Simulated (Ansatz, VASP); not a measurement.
**PbSe: VASP beside Ansatz**

```
CELL_PARAMETERS angstrom
0.00000 3.10500 3.10500
3.10500 0.00000 3.10500
3.10500 3.10500 0.00000
ATOMIC_POSITIONS crystal
Pb 0.00558 0.00558 0.00558
Se 0.50000 0.50000 0.50000
```

Alike in both runs: task single point; functional PBE0; k mesh 4 × 4 × 4; occupations fermi-dirac, width 0.05 eV; no spin polarisation.

|  | VASP | Ansatz |
| --- | --- | --- |
| version | VASP 6.6.1 | Ansatz 0.2.0 development build |
| potentials or method | VASP PAW PBE potentials, release 64 (Pb_d, Se) | plane waves, PAW datasets (generated hard set |
| plane-wave cutoff (eV) | 520 | 700 |
| valence electrons in the cell | 20 | 38 |

Ansatz gave:

```
gap on the k mesh at the Fermi level (eV) : 1.46
rms of the force components (eV/Å)        : 0.022
```

Problem. What did VASP give for the same quantities?

Solution. gap on the k mesh at the Fermi level (eV): 1.53; rms of the force components (eV/Å): 0.022.

Atom by atom the forces differ by 0.001 eV/Å (rms over components). The functional is the same, so the differences come from potentials, cutoffs and numerics. VASP's potentials hold 20 valence electrons a cell and Ansatz's 38, so a difference there can come from the potentials and not from the codes.

The k mesh is coarse, so the values compare programs but aren't converged. Neither program's run includes spin-orbit coupling.
